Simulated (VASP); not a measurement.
# In3Sb (Pm-3m) in VASP: a series of runs

The runs below take In3Sb through single point, with PBEsol.

Program: VASP 6.6.1. These are calculated values, not measurements. Logs are shortened: lines on timing, memory, paths and dates and some standing lists are left out, and cuts for length are marked.

### Step 1. The cell of the first run

The structure is cubic, space group Pm-3m (No. 221). The conventional cell has a = 4.724 Å, b = 4.724 Å, c = 4.724 Å, α = 90.00°, β = 90.00°, γ = 90.00°. Within 4.4 Å of In (site symmetry 4/mmm) lie 8 In at 3.34 Å and 4 Sb at 3.34 Å. Within 4.4 Å of Sb (site symmetry m-3m) lie 12 In at 3.34 Å.

### Step 2. Single point, PBEsol

The input, INCAR:

```
PREC     = Accurate       # precision mode
ENCUT    = 520            # plane-wave cutoff, eV
EDIFF    = 1E-6           # SCF threshold, eV
ISMEAR   = 0              # smearing method
SIGMA    = 0.1            # smearing width, eV
LREAL    = F              # projectors in reciprocal space
LASPH    = T              # aspherical terms in the spheres
NELM     = 60             # most SCF steps
ALGO     = Fast           # electronic algorithm
ISIF     = 2              # what is computed and relaxed
LWAVE    = F              # write WAVECAR
LCHARG   = F              # write CHGCAR
GGA      = PS             # functional
NBANDS   = 30             # bands
```

The input, KPOINTS:

```
Automatic mesh
0
Gamma
  10 10 10
```

The input, POSCAR:

```
In3Sb
1.0
    4.7236633167      0.0000000000      0.0000000000
    0.0000000000      4.7236633167      0.0000000000
    0.0000000000      0.0000000000      4.7236633167
In Sb
3 1
Direct
    0.5000000000      0.5000000000      0.0000000000
    0.5000000000      0.0000000000      0.5000000000
    0.0000000000      0.5000000000      0.5000000000
    0.0000000000      0.0000000000      0.0000000000
```

Potentials or basis: VASP PAW PBE potentials, release 64 (In_d, Sb).

On the command line:

```console
cat potpaw_PBE.64/In_d/POTCAR potpaw_PBE.64/Sb/POTCAR > POTCAR
mpirun -np 1 vasp_std > vasp.out
```

OUTCAR:

```text
PREC = Accurate
   ENCUT = 520
   EDIFF = 1E-6
   ISMEAR = 0
   LREAL = F
   LASPH = T
   NELM = 60
   ISIF = 2
   GGA = PS

 ion  position               nearest neighbor table
   1  0.500  0.500  0.000-   2 3.34   3 3.34   4 3.34   2 3.34   3 3.34   2 3.34   4 3.34   2 3.34
                             3 3.34   4 3.34   3 3.34   4 3.34
   2  0.500  0.000  0.500-   1 3.34   3 3.34   4 3.34   1 3.34   4 3.34   1 3.34   3 3.34   1 3.34
                             3 3.34   4 3.34   4 3.34   3 3.34
   3  0.000  0.500  0.500-   1 3.34   2 3.34   4 3.34   1 3.34   4 3.34   2 3.34   4 3.34   4 3.34
                             1 3.34   2 3.34   1 3.34   2 3.34
   4  0.000  0.000  0.000-   1 3.34   2 3.34   3 3.34   2 3.34   3 3.34   1 3.34   3 3.34   3 3.34
                             1 3.34   2 3.34   2 3.34   1 3.34

  LATTYP: Found a simple cubic cell.
 ALAT       =     4.7236633167

  Lattice vectors:

 A1 = (   4.7236633167,   0.0000000000,   0.0000000000)
 A2 = (   0.0000000000,   4.7236633167,   0.0000000000)
 A3 = (   0.0000000000,   0.0000000000,   4.7236633167)

Analysis of symmetry for initial positions (statically):
=====================================================================
 Subroutine PRICEL returns:
 Original cell was already a primitive cell.

 Routine SETGRP: Setting up the symmetry group for a
 simple cubic supercell.

 Subroutine GETGRP returns: Found 48 space group operations
 (whereof 48 operations were pure point group operations)
 out of a pool of 48 trial point group operations.

The static configuration has the point symmetry O_h .

Analysis of symmetry for dynamics (positions and initial velocities):
=====================================================================
 Subroutine PRICEL returns:
 Original cell was already a primitive cell.

 Routine SETGRP: Setting up the symmetry group for a
 simple cubic supercell.

 Subroutine GETGRP returns: Found 48 space group operations
 (whereof 48 operations were pure point group operations)
 out of a pool of 48 trial point group operations.

The dynamic configuration has the point symmetry O_h .

 Subroutine INISYM returns: Found 48 space group operations
 (whereof 48 operations are pure point group operations),
 and found     1 'primitive' translations

----------------------------------------------------------------------------------------

                                     Primitive cell

  volume of cell :     105.3991

  direct lattice vectors                    reciprocal lattice vectors
     4.723663317  0.000000000  0.000000000     0.211700101  0.000000000  0.000000000
     0.000000000  4.723663317  0.000000000     0.000000000  0.211700101  0.000000000
     0.000000000  0.000000000  4.723663317     0.000000000  0.000000000  0.211700101

  length of vectors
     4.723663317  4.723663317  4.723663317     0.211700101  0.211700101  0.211700101

  position of ions in fractional coordinates (direct lattice)
     0.500000000  0.500000000  0.000000000
     0.500000000  0.000000000  0.500000000
     0.000000000  0.500000000  0.500000000
     0.000000000  0.000000000  0.000000000

  ion indices of the primitive-cell ions
   primitive index   ion index
                 1           1
                 2           2
                 3           3
                 4           4

----------------------------------------------------------------------------------------

 KPOINTS: Automatic mesh

Automatic generation of k-mesh.
 Grid dimensions read from file:
 generate k-points for:   10   10   10

 Generating k-lattice:

  Cartesian coordinates                     Fractional coordinates (reciprocal lattice)
     0.021170010  0.000000000  0.000000000     0.100000000  0.000000000  0.000000000
     0.000000000  0.021170010  0.000000000     0.000000000  0.100000000  0.000000000
     0.000000000  0.000000000  0.021170010     0.000000000  0.000000000  0.100000000

  Length of vectors
     0.021170010  0.021170010  0.021170010

  Shift w.r.t. Gamma in fractional coordinates (k-lattice)
     0.000000000  0.000000000  0.000000000

 Subroutine IBZKPT returns following result:
 ===========================================

 Found     56 irreducible k-points:

 Following reciprocal coordinates:
            Coordinates               Weight
  0.000000  0.000000  0.000000      1.000000
  0.100000  0.000000  0.000000      6.000000
  0.200000  0.000000  0.000000      6.000000
  0.300000  0.000000  0.000000      6.000000
  0.400000  0.000000  0.000000      6.000000
  0.500000  0.000000  0.000000      3.000000
[... 16 lines left out ...]
  0.200000  0.100000  0.100000     24.000000
  0.300000  0.100000  0.100000     24.000000
 [... further k-points ...]
   k-points           NKPTS =     56   k-points in BZ     NKDIM =     56   number of bands    NBANDS=     30
   number of dos      NEDOS =    301   number of ions     NIONS =      4
   total plane-waves  NPLWV =  46656
   dimension x,y,z NGX =    36 NGY =   36 NGZ =   36
   dimension x,y,z NGXF=    72 NGYF=   72 NGZF=   72
   ions per type =               3   1
   NGX,Y,Z   is equivalent  to a cutoff of  12.67, 12.67, 12.67 a.u.
   NGXF,Y,Z  is equivalent  to a cutoff of  25.34, 25.34, 25.34 a.u.
 SYSTEM =  unknown system
   PREC   = accura    normal or accurate (medium, high low for compatibility)
   ISTART =      0    job   : 0-new  1-cont  2-samecut
   ICHARG =      2    charge: 1-file 2-atom 10-const
   ISPIN  =      1    spin polarized calculation?
   LNONCOLLINEAR =      F non collinear calculations
   LSORBIT =      F    spin-orbit coupling
   LASPH  =      T    aspherical Exc in radial PAW
   ENCUT  =  520.0 eV  38.22 Ry    6.18 a.u.   8.78  8.78  8.78*2*pi/ulx,y,z
   NELM   =     60;   NELMIN=  2; NELMDL= -5     # of ELM steps
   EDIFF  = 0.1E-05   stopping-criterion for ELM
   LREAL  =      F    real-space projection
   EDIFFG = 0.1E-04   stopping-criterion for IOM
   NSW    =      0    number of steps for IOM
   IBRION =     -1    ionic relax: 0-MD 1-quasi-New 2-CG
   NFREE  =      0    steps in history (QN), initial steepest desc. (CG)
   ISIF   =      2    stress and relaxation
   ISYM   =      2    0-nonsym 1-usesym 2-fastsym
   POTIM  = 0.5000    time-step for ionic-motion
   TEBEG  =    0.0;   TEEND  =   0.0 temperature during run
   PSTRESS=    0.0 pullay stress
   NELECT =      44.0000    total number of electrons
   NUPDOWN=      -1.0000    fix difference up-down
   EMIN   =  10.00;   EMAX   =-10.00  energy-range for DOS
   EFERMI =   0.00;   METHOD = LEGACY
   ISMEAR =     0;   SIGMA  =   0.10  broadening in eV -4-tet -1-fermi 0-gaus
   EFERMI_NEDOS =   21; number of points for ismear=-14 and -15
   IALGO  =     68    algorithm
   IMIX   =      4    mixing-type and parameters
     AMIX     =   0.40;   BMIX     =  1.00
     AMIX_MAG =   1.60;   BMIX_MAG =  1.00
  volume/ion in A,a.u.               =      26.35       177.82
  Fermi-wavevector in a.u.,A,eV,Ry     =   1.223527  2.312130 20.368161  1.497018
  Thomas-Fermi vector in A             =   2.358634
   LORBIT       =      0    0 simple, 1 ext, 2 COOP (PROOUT), +10 PAW based schemes
   GGA     = PS    functional components
   LHFCALC =     F    Hartree Fock is set to
   AEXX    =    0.0000 exact exchange contribution
   IVDW    =     0    specifies the selected vdW correction
   LEPSILON=     F    determine dielectric tensor
   LRPA    =     F    only Hartree local field effects (RPA)
 non-spin polarized calculation
 RMM-DIIS sequential band-by-band and
 Gauss-broadening in eV      SIGMA  =   0.10
  energy-cutoff  :      520.00
  volume of cell :      105.40
 maximum number of plane-waves:      2897
 NGX is ok and might be reduce to    36
   NGX = 17   NGY = 17   NGZ = 17

 number of electron      44.0000036 magnetization

 Free energy of the ion-electron system (eV)
  ---------------------------------------------------
  ext. energy  EPLUGINS =         0.00000000
  ---------------------------------------------------
  free energy    TOTEN  =       -13.41752207 eV

  energy without entropy =      -13.40454289  energy(sigma->0) =      -13.41103248

 E-fermi :   7.4972     XC(G=0): -10.3784

 val. band max:        7.4682062301   @ k =   0.2000   0.2000   0.2000
 cond. band min:       7.5024743076   @ k =   0.3000   0.2000   0.0000
 fundamental gap:      0.0342680775
 Fermi energy:         7.4972336250

 k-point     1 :       0.0000    0.0000    0.0000
  band No.  band energies     occupation
      1      -7.0987      2.00000
      2      -7.0895      2.00000
      3      -7.0895      2.00000
      4      -7.0895      2.00000
      5      -6.9419      2.00000
      6      -6.9419      2.00000
[... 22 lines left out ...]
     29      13.8149      0.00000
     30      14.2977      0.00000

 k-point     2 :       0.1000    0.0000    0.0000
  band No.  band energies     occupation
      1      -7.0895      2.00000
      2      -7.0875      2.00000
      3      -7.0793      2.00000
      4      -7.0793      2.00000
      5      -6.9405      2.00000
      6      -6.9347      2.00000
[... 22 lines left out ...]
     29      14.0710      0.00000
     30      14.3458      0.00000

 k-point     3 :       0.2000    0.0000    0.0000
  band No.  band energies     occupation
      1      -7.0820      2.00000
      2      -7.0636      2.00000
      3      -7.0495      2.00000
      4      -7.0495      2.00000
      5      -6.9366      2.00000
      6      -6.9142      2.00000
[... 22 lines left out ...]
     29      14.3389      0.00000
     30      14.4688      0.00000

 k-point     4 :       0.3000    0.0000    0.0000
  band No.  band energies     occupation
      1      -7.0750      2.00000
      2      -7.0262      2.00000
      3      -7.0028      2.00000
      4      -7.0028      2.00000
      5      -6.9306      2.00000
      6      -6.8842      2.00000
[... 616 lines left out ...]
     29      14.1652      0.00000
     30      14.4288      0.00000

 k-point    23 :       0.2000    0.1000    0.1000
  band No.  band energies     occupation
      1      -7.0709      2.00000
      2      -7.0513      2.00000
      3      -7.0391      2.00000
      4      -7.0322      2.00000
      5      -6.9246      2.00000
      6      -6.9071      2.00000
[... 22 lines left out ...]
     29      13.7858      0.00000
     30      14.4960      0.00000

 k-point    24 :       0.3000    0.1000    0.1000
  band No.  band energies     occupation
      1      -7.0602      2.00000
      2      -7.0218      2.00000
      3      -6.9983      2.00000
      4      -6.9874      2.00000
      5      -6.9193      2.00000
      6      -6.8765      2.00000
[... 22 lines left out ...]
     29      12.8110      0.00000
     30      14.7622      0.00000

 [... further k-points ...]

------------------------ aborting loop because EDIFF is reached ----------------------------------------

  FORCE on cell =-STRESS in cart. coord.  units (eV):
  Direction    XX          YY          ZZ          XY          YZ          ZX
  --------------------------------------------------------------------------------------
  -------------------------------------------------------------------------------------
  Total        0.0282384      0.0282384      0.0282384     -0.0000000     -0.0000000      0.0000000
  in kB        0.4292542      0.4292542      0.4292542     -0.0000000     -0.0000000      0.0000000
  external PRESSURE =       0.4292542 kB  Pullay stress =       0.0000000 kB

 VOLUME and BASIS-vectors are now :
 -----------------------------------------------------------------------------
  energy-cutoff  :      520.00
  volume of cell :      105.40
      direct lattice vectors                 reciprocal lattice vectors
     4.723663317  0.000000000  0.000000000     0.211700101  0.000000000  0.000000000
     0.000000000  4.723663317  0.000000000     0.000000000  0.211700101  0.000000000
     0.000000000  0.000000000  4.723663317     0.000000000  0.000000000  0.211700101

 POSITION                                       TOTAL-FORCE (eV/Angst)
 -----------------------------------------------------------------------------------
      2.36183      2.36183      0.00000         0.000000      0.000000      0.000000
      2.36183      0.00000      2.36183         0.000000      0.000000      0.000000
      0.00000      2.36183      2.36183         0.000000      0.000000      0.000000
      0.00000      0.00000      0.00000         0.000000      0.000000      0.000000
 -----------------------------------------------------------------------------------
    total drift:                                0.000000      0.000000      0.000000

  FREE ENERGIE OF THE ION-ELECTRON SYSTEM (eV)
  ---------------------------------------------------
  free  energy   TOTEN  =       -13.4175220741 eV

  energy  without entropy=      -13.4045428880  energy(sigma->0) =      -13.41103248
```

Run time: 1.9 min. Hardware: 1 thread of AMD EPYC 9R45 (Zen 5), shared host; peak memory 0.28 GiB.

Results:

```
Free energy            : -13.4175 eV
Pressure               : 0.0 GPa
Band gap on the k mesh : zero (bands 22 and 23 overlap by 3.89 eV)
```

Caveat: the PAW data sets were made with another functional, which shifts forces and pressure a little; spin-orbit coupling is left out, which moves the levels of the heavy elements.

### Step 3. Single point, PBEsol

The input, INCAR:

```
SYSTEM = In3Sb
PREC     = Accurate       ! precision mode
ENCUT    = 520            ! plane-wave cutoff, eV
EDIFF    = 1E-6           ! SCF threshold, eV
ISMEAR   = 0              ! smearing method
SIGMA    = 0.1            ! smearing width, eV
LREAL    = .FALSE.        ! projectors in reciprocal space
LASPH    = .TRUE.         ! aspherical terms in the spheres
NELM     = 60             ! most SCF steps
ALGO     = Fast           ! electronic algorithm
ISIF     = 2              ! what is computed and relaxed
LWAVE    = .FALSE.        ! write WAVECAR
LCHARG   = .FALSE.        ! write CHGCAR
GGA      = PS             ! functional
NBANDS   = 30             ! bands
```

The input, KPOINTS:

```
Automatic mesh
0
G
  10 10 10
  0 0 0
```

The input, POSCAR:

```
In3Sb
1.0
    4.7235424745      0.0000000000      0.0000000000
    0.0000000000      4.7235424745      0.0000000000
    0.0000000000      0.0000000000      4.7235424745
In Sb
3 1
Direct
    0.5000000000      0.5000000000      0.0000000000
    0.5000000000      0.0000000000      0.5000000000
    0.0000000000      0.5000000000      0.5000000000
    0.0000000000      0.0000000000      0.0000000000
```

Potentials or basis: VASP PAW PBE potentials, release 64 (In_d, Sb).

On the command line:

```console
cat potpaw_PBE.64/In_d/POTCAR potpaw_PBE.64/Sb/POTCAR > POTCAR
mpirun -np 1 vasp_std > vasp.out
```

Wall time 1.8 min (1 thread of AMD EPYC 9R45 (Zen 5), shared host); peak memory 0.28 GiB.

Results (log left out):

```yaml
Free_energy: -13.4175 eV
Pressure: 0.0 GPa
Band_gap_on_the_k_mesh: zero (bands 22 and 23 overlap by 3.89 eV)
```

Levels at points of the mesh, in eV from the Fermi level:
| k point | band 18 | band 19 | band 20 | band 21 | band 22 | band 23 | band 24 | band 25 | band 26 | band 27 |
| --- | --- | --- | --- | --- | --- | --- | --- | --- | --- | --- |
| (0.00, 0.00, 0.00) | -3.04 | -3.04 | -3.04 | -2.23 | -2.23 | 2.42 | 2.42 | 2.42 | 3.99 | 3.99 |
| (0.50, 0.00, 0.00) | -3.78 | -1.63 | -1.63 | -1.58 | -0.26 | -0.26 | 0.20 | 1.03 | 4.77 | 4.77 |
| (0.50, 0.50, 0.00) | -6.15 | -5.89 | -0.58 | -0.07 | 0.47 | 0.47 | 1.53 | 1.57 | 1.57 | 1.91 |
| (0.50, 0.50, 0.50) | -4.43 | -4.43 | -4.24 | -4.24 | -4.24 | -3.34 | 5.68 | 5.68 | 5.68 | 8.29 |

Caveat: the PAW data sets were made with another functional, which shifts forces and pressure a little; spin-orbit coupling is left out, which moves the levels of the heavy elements.

The gap in the log of VASP goes by the Fermi energy; the results here count the filled bands.